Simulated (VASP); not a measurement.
Here is a VASP 6.6.1 calculation.

File INCAR:

```
  ALGO = Normal
  EDIFF = 1E-6
  EDIFFG = -0.01
  ENCUT = 600
  GGA = CA
  IBRION = 2
  ISIF = 3
  ISMEAR = -1
  LASPH = True
  LCHARG = False
  LREAL = False
  LWAVE = False
  NELM = 100
  NSW = 80
  PREC = Accurate
  SIGMA = 0.1
```

Contents of KPOINTS:

```
k-points
0
Gamma
  5 5 5
```

The input POSCAR:

```
Si
1.0
    4.9341184017      0.0000000000      0.0000000000
    0.0000000000      4.9341184017      0.0000000000
    0.0000000000      0.0000000000      4.9341184017
Si
8
Direct
    0.0000000000      0.0000000000      0.0000000000
    0.5000000000      0.5000000000      0.5000000000
    0.2500000000      0.0000000000      0.5000000000
    0.7500000000      0.0000000000      0.5000000000
    0.5000000000      0.2500000000      0.0000000000
    0.5000000000      0.7500000000      0.0000000000
    0.0000000000      0.5000000000      0.2500000000
    0.0000000000      0.5000000000      0.7500000000
```

Potentials or basis: VASP PAW LDA potentials, release 64 (Si).

Command:

```bash
$ cat potpaw_LDA.64/Si/POTCAR > POTCAR
$ mpirun -np 1 vasp_std > vasp.out
```

What does it give for the relaxed volume?

14.28 Å³/atom.

Predict the space group after relaxing (to 0.05 Å).

Pm-3n (No. 223).

Step by step:
| step | energy change (eV) | largest force (eV/Å) | pressure (GPa) | volume (Å³) |
| --- | --- | --- | --- | --- |
| 1 | 0.0000 | 0.0000 | -4.12 | 120.12 |
| 2 | -0.0773 | 0.0000 | 0.57 | 113.54 |
| 3 | -0.0786 | 0.0000 | 0.01 | 114.25 |
